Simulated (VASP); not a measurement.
Wanted: the native input for a VASP 6.6.1 run.

```
Task                   : single point
Functional             : PBEsol
Potentials or basis    : VASP PAW PBE potentials, release 64 (Tl_d)
Cutoff                 : 500 eV
k mesh                 : 13 × 13 × 11
Occupations            : fermi-dirac, width 0.1 eV
Spin                   : no spin polarisation
Dipole correction      : no
Further INCAR settings : ALGO = Normal; EDIFF = 1e-06; NBANDS = 20
```

The structure of Tl lies in POSCAR:

```
Tl
1.0
   -4.1804445675      4.1420358836      1.6938987124
    4.1420358836     -4.1804445675      1.6938987124
    2.2928815047      2.2928815047     -1.7642442873
Tl
2
Direct
    0.9987959184      0.0012040816      0.0000000000
    0.7512040816      0.2487959184      0.5000000000
```

These files were run (other wordings do the same):

INCAR

```
  PREC = Accurate
  ENCUT = 500
  EDIFF = 1E-6
  ISMEAR = -1
  SIGMA = 0.1
  LREAL = F
  LASPH = T
  NELM = 120
  ALGO = Normal
  ISIF = 2
  LWAVE = F
  LCHARG = F
  GGA = PS
  NBANDS = 20
  GGA_COMPAT = F
```

KPOINTS

```
regular mesh
0
Gamma
  13 13 11
```

Potentials or basis: VASP PAW PBE potentials, release 64 (Tl_d).

Run with:

```console
$ cat potpaw_PBE.64/Tl_d/POTCAR > POTCAR
$ mpirun -np 1 vasp_std > vasp.out
```

Results of the run:

```
Pressure               : -3.0 GPa
Band gap on the k mesh : zero (bands 13 and 14 overlap by 5.19 eV)
```

Caveat: the PAW data sets were made with another functional, which shifts forces and pressure a little; spin-orbit coupling is left out, which moves the levels of the heavy elements.

It took 4.5 min on 1 thread of Intel(R) Xeon(R) 6975P-C (Granite Rapids), on a shared host, peak memory 0.59 GiB.
